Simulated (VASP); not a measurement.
Wanted: the native input for a VASP 6.6.1 run.

```yaml
Task: single point
Functional: r2SCAN
Potentials_or_basis: VASP PAW PBE potentials, release 64 (Li_sv, Nb_sv, O)
Cutoff: 520 eV
k_mesh: 6 × 6 × 6
Occupations: gaussian, width 0.05 eV
Spin: no spin polarisation
Dipole_correction: no
Further_INCAR_settings: ALGO = Normal; EDIFF = 1e-07; NBANDS = 45
```

The system is LiNbO3.

```
Li Nb O
1.0
     2.59239    1.49672    4.56282
    -2.59239    1.49672    4.56282
     0.00000   -2.99343    4.56282
Li Nb O
2 2 6
Direct
  0.22741 0.22741 0.22741
  0.72741 0.72741 0.72741
  0.99376 0.99376 0.99376
  0.49376 0.49376 0.49376
  0.13340 0.38162 0.76697
  0.76697 0.13340 0.38162
  0.38162 0.76697 0.13340
  0.88162 0.63340 0.26697
  0.26697 0.88162 0.63340
  0.63340 0.26697 0.88162
```

The input as run:

POSCAR

```
LiNbO3
1.0
    2.5923872641      1.4967154848      4.5628211618
   -2.5923872641      1.4967154848      4.5628211618
    0.0000000000     -2.9934309695      4.5628211619
Li Nb O
2 2 6
Direct
    0.2274052503      0.2274106507      0.2274089527
    0.7274105234      0.7274051230      0.7274088254
   -0.0062357870     -0.0062373300     -0.0062378947
    0.4937616648      0.4937643650      0.4937630149
    0.1333964367      0.3816228529      0.7669665241
    0.7669672806      0.1333968173      0.3816225925
    0.3816222688      0.7669667017      0.1333970624
    0.8816239720      0.6333967843      0.2669662451
    0.2669658693      0.8816232633      0.6333976496
    0.6333982010      0.2669660660      0.8816225152
```

INCAR.step1

```
PREC     = Accurate       # precision mode
ENCUT    = 520            # plane-wave cutoff, eV
ISMEAR   = 0              # smearing method
SIGMA    = 0.05           # smearing width, eV
LREAL    = False          # projectors in reciprocal space
LASPH    = True           # aspherical terms in the spheres
NELM     = 100            # most SCF steps
NBANDS   = 45             # bands
GGA      = PE             # functional
ALGO     = Normal         # electronic algorithm
EDIFF    = 1E-4           # SCF threshold, eV
LWAVE    = True           # write WAVECAR
LCHARG   = False          # write CHGCAR
```

INCAR.step2

```
PREC     = Accurate       # precision mode
ENCUT    = 520            # plane-wave cutoff, eV
EDIFF    = 1E-7           # SCF threshold, eV
ISMEAR   = 0              # smearing method
SIGMA    = 0.05           # smearing width, eV
LREAL    = False          # projectors in reciprocal space
LASPH    = True           # aspherical terms in the spheres
NELM     = 100            # most SCF steps
ALGO     = Normal         # electronic algorithm
ISIF     = 2              # what is computed and relaxed
LWAVE    = False          # write WAVECAR
LCHARG   = False          # write CHGCAR
METAGGA  = R2SCAN         # meta-GGA
LMIXTAU  = True         
NBANDS   = 45             # bands
ISTART   = 1
```

KPOINTS

```
regular mesh
0
Gamma
  6 6 6
```

Potentials or basis: VASP PAW PBE potentials, release 64 (Li_sv, Nb_sv, O).

Run with:

```console
$ cat potpaw_PBE.64/Li_sv/POTCAR potpaw_PBE.64/Nb_sv/POTCAR potpaw_PBE.64/O/POTCAR > POTCAR
$ cp INCAR.step1 INCAR
$ mpirun -np 1 vasp_std > vasp.out
$ cp INCAR.step2 INCAR
$ mpirun -np 1 vasp_std > vasp.out
```

Results of the run:

```
Largest force          : 0.288 eV/Å
Band gap on the k mesh : 3.83 eV (least direct gap 3.85 eV)
```

Caveat: the PAW data sets were made with another functional, which shifts forces and pressure a little.

Run time: 16 min on 1 thread of Intel(R) Xeon(R) 6975P-C (Granite Rapids), with other jobs on the host, peak memory 0.46 GiB.
